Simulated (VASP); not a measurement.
Set up this calculation in VASP 6.6.1, as the native input.

```
Task                   : single point
Functional             : PBEsol
Potentials or basis    : VASP PAW PBE potentials, release 64 (Hf_pv, N)
Cutoff                 : 520 eV
k mesh                 : 14 × 14 × 14
Occupations            : gaussian, width 0.15 eV
Spin                   : no spin polarisation
Dipole correction      : no
Further INCAR settings : ALGO = Normal; EDIFF = 1e-06; NBANDS = 14
```

The structure of HfN lies in POSCAR:

```
HfN
1.0
    0.0000022853      2.2507765014      2.2507422125
    2.2508001509      0.0000037071      2.2507407907
    2.2510013979      2.2509763265     -0.0001975399
Hf N
1 1
Direct
    0.0000071037      0.0000070421     -0.0000213808
    0.4999928963      0.4999929579      0.5000213808
```

These files were run (other wordings do the same):

INCAR

```
SYSTEM = HfN
PREC = Accurate ; ENCUT = 520
EDIFF = 1E-6 ; ISMEAR = 0
SIGMA = 0.15 ; LREAL = .False.
LASPH = .True. ; NELM = 80
ALGO = Normal ; ISIF = 2
LWAVE = .False. ; LCHARG = .False.
GGA = PS ; NBANDS = 14
```

KPOINTS

```
Automatic mesh
0
Gamma
  14 14 14
  0 0 0
```

Potentials or basis: VASP PAW PBE potentials, release 64 (Hf_pv, N).

Run with:

```sh
$ cat potpaw_PBE.64/Hf_pv/POTCAR potpaw_PBE.64/N/POTCAR > POTCAR
$ mpirun -np 1 vasp_std > vasp.out
```

Results of the run:

```
Pressure               : -2.2 GPa
Band gap on the k mesh : zero (an odd number of electrons rules out a gap without spin polarisation)
```

Caveat: the PAW data sets were made with another functional, which shifts forces and pressure a little; spin-orbit coupling is left out, which moves the levels of the heavy elements.

Run time: 6 min on 1 thread of AMD EPYC 7R13, on a shared host, peak memory 0.32 GiB.
